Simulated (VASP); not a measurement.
# PbO in VASP: notebook, part 2 of 2

VASP 6.6.1. Earlier steps stand in the parts before.

### Step 3. Relaxation of shape and atoms at fixed volume, r2SCAN (volume scaled by 0.960)

POSCAR

```
PbO
1.0
    3.4735657530      0.0000000000      0.0000000000
   -1.7367828765      3.0081961838      0.0000000000
    0.0000000000      0.0000000000      3.2319224997
Pb O
1 1
Direct
    0.0000000000      0.0000000000      0.0000000000
    0.6666666667      0.3333333333      0.5000000000
```

INCAR.step1

```
PREC = Accurate
ENCUT = 600
ISMEAR = 0
SIGMA = 0.05
LREAL = False
LASPH = True
NELM = 100
GGA = PE
ALGO = Normal
EDIFF = 1E-4
LWAVE = True
LCHARG = False
```

INCAR.step2

```
PREC = Accurate
ENCUT = 600
EDIFF = 1E-6
ISMEAR = 0
SIGMA = 0.05
LREAL = False
LASPH = True
NELM = 100
ALGO = Normal
ISIF = 4
LWAVE = False
LCHARG = False
METAGGA = R2SCAN
LMIXTAU = True
IBRION = 2
NSW = 60
EDIFFG = -0.01
ISTART = 1
```

KPOINTS

```
regular mesh
0
Gamma
  12 12 10
```

Potentials or basis: VASP PAW PBE potentials, release 64 (Pb_d, O).

Command:

```
cat potpaw_PBE.64/Pb_d/POTCAR potpaw_PBE.64/O/POTCAR > POTCAR
cp INCAR.step1 INCAR
mpirun -np 1 vasp_std > vasp.out
cp INCAR.step2 INCAR
mpirun -np 1 vasp_std > vasp.out
```

OUTCAR:

```text
PREC = Accurate
   ENCUT = 600
   EDIFF = 1E-6
   ISMEAR = 0
   LREAL = False
   LASPH = True
   NELM = 100
   ISIF = 4
   METAGGA = R2SCAN
   IBRION = 2
   NSW = 60
   EDIFFG = -0.01
   ISTART = 1

 ion  position               nearest neighbor table
   1  0.000  0.000  0.000-   2 2.58   2 2.58   2 2.58   2 2.58   2 2.58   2 2.58
   2  0.667  0.333  0.500-   1 2.58   1 2.58   1 2.58   1 2.58   1 2.58   1 2.58

  LATTYP: Found a hexagonal cell.
 ALAT       =     3.4735657530
 C/A-ratio  =     0.9304336608

  Lattice vectors:

 A1 = (   3.4735657530,   0.0000000000,   0.0000000000)
 A2 = (  -1.7367828765,   3.0081961838,   0.0000000000)
 A3 = (   0.0000000000,   0.0000000000,   3.2319224997)

Analysis of symmetry for initial positions (statically):
=====================================================================
 Subroutine PRICEL returns:
 Original cell was already a primitive cell.

 Routine SETGRP: Setting up the symmetry group for a
 hexagonal supercell.

 Subroutine GETGRP returns: Found 12 space group operations
 (whereof 12 operations were pure point group operations)
 out of a pool of 24 trial point group operations.

The static configuration has the point symmetry D_3h.

Analysis of symmetry for dynamics (positions and initial velocities):
=====================================================================
 Subroutine PRICEL returns:
 Original cell was already a primitive cell.

 Routine SETGRP: Setting up the symmetry group for a
 hexagonal supercell.

 Subroutine GETGRP returns: Found 12 space group operations
 (whereof 12 operations were pure point group operations)
 out of a pool of 24 trial point group operations.

The dynamic configuration has the point symmetry D_3h.

 Subroutine INISYM returns: Found 12 space group operations
 (whereof 12 operations are pure point group operations),
 and found     1 'primitive' translations

----------------------------------------------------------------------------------------

                                     Primitive cell

  volume of cell :      33.7709

  direct lattice vectors                    reciprocal lattice vectors
     3.473565753  0.000000000  0.000000000     0.287888605  0.166212564  0.000000000
    -1.736782876  3.008196184  0.000000000     0.000000000  0.332425128  0.000000000
     0.000000000  0.000000000  3.231922500     0.000000000  0.000000000  0.309413360

  length of vectors
     3.473565753  3.473565753  3.231922500     0.332425128  0.332425128  0.309413360

  position of ions in fractional coordinates (direct lattice)
     0.000000000  0.000000000  0.000000000
     0.666666667  0.333333333  0.500000000

  ion indices of the primitive-cell ions
   primitive index   ion index
                 1           1
                 2           2

----------------------------------------------------------------------------------------

 KPOINTS: regular mesh

Automatic generation of k-mesh.
 Grid dimensions read from file:
 generate k-points for:   12   12   10

 Generating k-lattice:

  Cartesian coordinates                     Fractional coordinates (reciprocal lattice)
[... 46 lines left out ...]
   dimension x,y,z NGXF=    56 NGYF=   56 NGZF=   56
   ions per type =               1   1
   NGX,Y,Z   is equivalent  to a cutoff of  13.40, 13.40, 14.40 a.u.
   NGXF,Y,Z  is equivalent  to a cutoff of  26.80, 26.80, 28.81 a.u.
 SYSTEM =  unknown system
   PREC   = accura    normal or accurate (medium, high low for compatibility)
   ISTART =      1    job   : 0-new  1-cont  2-samecut
   ICHARG =      0    charge: 1-file 2-atom 10-const
   ISPIN  =      1    spin polarized calculation?
   LNONCOLLINEAR =      F non collinear calculations
   LSORBIT =      F    spin-orbit coupling
   LASPH  =      T    aspherical Exc in radial PAW
   ENCUT  =  600.0 eV  44.10 Ry    6.64 a.u.   6.94  6.94  6.45*2*pi/ulx,y,z
   NELM   =    100;   NELMIN=  2; NELMDL=  0     # of ELM steps
   EDIFF  = 0.1E-05   stopping-criterion for ELM
   LREAL  =      F    real-space projection
   EDIFFG = -.1E-01   stopping-criterion for IOM
   NSW    =     60    number of steps for IOM
   IBRION =      2    ionic relax: 0-MD 1-quasi-New 2-CG
   NFREE  =      1    steps in history (QN), initial steepest desc. (CG)
   ISIF   =      4    stress and relaxation
   ISYM   =      2    0-nonsym 1-usesym 2-fastsym
   POTIM  = 0.5000    time-step for ionic-motion
   TEBEG  =    0.0;   TEEND  =   0.0 temperature during run
   PSTRESS=    0.0 pullay stress
   NELECT =      20.0000    total number of electrons
   NUPDOWN=      -1.0000    fix difference up-down
   EMIN   =  10.00;   EMAX   =-10.00  energy-range for DOS
   EFERMI =   0.00;   METHOD = LEGACY
   ISMEAR =     0;   SIGMA  =   0.05  broadening in eV -4-tet -1-fermi 0-gaus
   EFERMI_NEDOS =   21; number of points for ismear=-14 and -15
   IALGO  =     38    algorithm
   IMIX   =      4    mixing-type and parameters
     AMIX     =   0.40;   BMIX     =  1.00
     AMIX_MAG =   1.60;   BMIX_MAG =  1.00
  volume/ion in A,a.u.               =      16.89       113.95
  Fermi-wavevector in a.u.,A,eV,Ry     =   1.374793  2.597982 25.715768  1.890056
  Thomas-Fermi vector in A             =   2.500187
   LORBIT       =      0    0 simple, 1 ext, 2 COOP (PROOUT), +10 PAW based schemes
   METAGGA = R2SCAN    functional components
   LHFCALC =     F    Hartree Fock is set to
   AEXX    =    0.0000 exact exchange contribution
   IVDW    =     0    specifies the selected vdW correction
   LEPSILON=     F    determine dielectric tensor
   LRPA    =     F    only Hartree local field effects (RPA)
 conjugate gradient relaxation of ions
 non-spin polarized calculation
 Gauss-broadening in eV      SIGMA  =   0.05
  energy-cutoff  :      600.00
  volume of cell :       33.77
 maximum number of plane-waves:      1147
 NGX is ok and might be reduce to    28
   NGX = 13   NGY = 13   NGZ = 13

--------------------------------------- Ionic step        1  -------------------------------------------

 number of electron      20.0000001 magnetization

 Free energy of the ion-electron system (eV)
  ---------------------------------------------------
  ext. energy  EPLUGINS =         0.00000000
  ---------------------------------------------------
  free energy    TOTEN  =       -64.05520691 eV

  energy without entropy =      -64.05520625  energy(sigma->0) =      -64.05520658

------------------------ aborting loop because EDIFF is reached ----------------------------------------

  FORCE on cell =-STRESS in cart. coord.  units (eV):
  Direction    XX          YY          ZZ          XY          YZ          ZX
  --------------------------------------------------------------------------------------
  -------------------------------------------------------------------------------------
  Total        0.8822202      0.8822202      1.0531343      0.0000000      0.0000000     -0.0000000
  in kB       41.8547711     41.8547711     49.9633682      0.0000000      0.0000000     -0.0000000
  external PRESSURE =      44.5576368 kB  Pullay stress =       0.0000000 kB
[... 59 lines left out ...]
--------------------------------------- Ionic step        3  -------------------------------------------

 number of electron      20.0000001 magnetization

 Free energy of the ion-electron system (eV)
  ---------------------------------------------------
  ext. energy  EPLUGINS =         0.00000000
  ---------------------------------------------------
  free energy    TOTEN  =       -64.05549920 eV

  energy without entropy =      -64.05549722  energy(sigma->0) =      -64.05549821

 E-fermi :   7.4253     XC(G=0): -11.5530

 val. band max:        7.3293965760   @ k =   0.3333   0.3333   0.0000
 cond. band min:       7.5211854293   @ k =   0.3333   0.3333   0.5000
 fundamental gap:      0.1917888533
 Fermi energy:         7.4252895213

 k-point     1 :       0.0000    0.0000    0.0000
  band No.  band energies     occupation
      1     -12.0489      2.00000
      2     -10.4588      2.00000
      3     -10.2557      2.00000
      4     -10.2557      2.00000
      5      -9.9171      2.00000
      6      -9.9171      2.00000
      7      -1.0622      2.00000
      8       4.0500      2.00000
      9       4.6688      2.00000
     10       4.6688      2.00000
     11      14.2708      0.00000
     12      14.2708      0.00000
     13      16.2780      0.00000
     14      16.7872      0.00000
[... 377 lines left out ...]
      1     -11.7672      2.00000
      2     -10.3646      2.00000
      3     -10.1205      2.00000
      4     -10.0392      2.00000
      5      -9.9577      2.00000
      6      -9.8648      2.00000
      7      -1.5987      2.00000
      8       3.9467      2.00000
      9       4.0159      2.00000
     10       5.7117      2.00000
     11       9.3799      0.00000
     12      14.2478      0.00000
     13      14.8822      0.00000
     14      16.9319      0.00000

 [... further k-points ...]
[... 5 lines left out ...]
  --------------------------------------------------------------------------------------
  -------------------------------------------------------------------------------------
  Total        0.9144230      0.9144230      0.9141182      0.0000000      0.0000000      0.0000000
  in kB       43.3825541     43.3825541     43.3680913      0.0000000      0.0000000      0.0000000
  external PRESSURE =      43.3777332 kB  Pullay stress =       0.0000000 kB
[... 17 lines left out ...]
  FREE ENERGIE OF THE ION-ELECTRON SYSTEM (eV)
  ---------------------------------------------------
  free  energy   TOTEN  =       -64.0554991959 eV

  energy  without entropy=      -64.0554972157  energy(sigma->0) =      -64.05549821

 reached required accuracy - stopping structural energy minimisation
```

It took 11 min on 1 thread of Oxide Virtual Turin-like, shared host; peak memory 0.18 GiB.

What came out:

* Free energy: -64.0555 eV
* Energy gained by relaxing: 0.1 meV/atom
* Ionic steps: 3
* Pressure after relaxing: 4.3 GPa
* Band gap on the k mesh: 0.19 eV, indirect (least direct gap 0.39 eV)

Step by step:
```csv
step,energy change (eV),largest force (eV/Å),pressure (GPa),volume (Å³)
1,0.0000,0.0000,4.46,33.77
2,-0.0003,0.0000,4.36,33.77
3,-0.0003,0.0000,4.34,33.77
```

Final structure:
```
Pb O
1.0
     3.46763    0.00000    0.00000
    -1.73382    3.00306    0.00000
     0.00000    0.00000    3.24299
Pb O
1 1
Direct
  0.00000 0.00000 0.00000
  0.66667 0.33333 0.50000
```

Caveat: the cell differs from its parent crystal (volume scaled by 0.960); the PAW data sets were made with another functional, which shifts forces and pressure a little; spin-orbit coupling is left out, which moves the levels of the heavy elements. A k mesh can miss the band edges.
